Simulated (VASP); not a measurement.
Crystal: ZnCu.

```
Zn Cu
1.0
     2.92055    0.00000    0.00000
     0.00000    2.92055    0.00000
     0.00000    0.00000    2.92055
Zn Cu
1 1
Direct
  0.50000 0.50000 0.50000
  0.00000 0.00000 0.00000
```

Base run:

* Program: VASP 6.6.1
* Functional: r2SCAN
* Potentials or basis: VASP PAW PBE potentials, release 64 (Zn, Cu)
* Cutoff: 520 eV
* k mesh: 6 × 6 × 6
* Occupations: fermi-dirac, width 0.05 eV
* Spin: no spin polarisation

Its results: band gap on the k mesh zero (an odd number of electrons rules out a gap without spin polarisation); pressure 0.9 GPa.

Question: The run is repeated on the same cell with these changes: k mesh from 6 × 6 × 6 to 4 × 4 × 4. What comes out?

Answer: Band gap on the k mesh zero (an odd number of electrons rules out a gap without spin polarisation); pressure -0.4 GPa.

Caveats: some runs use coarse meshes; the PAW data sets were made with another functional, which shifts forces and pressure a little.
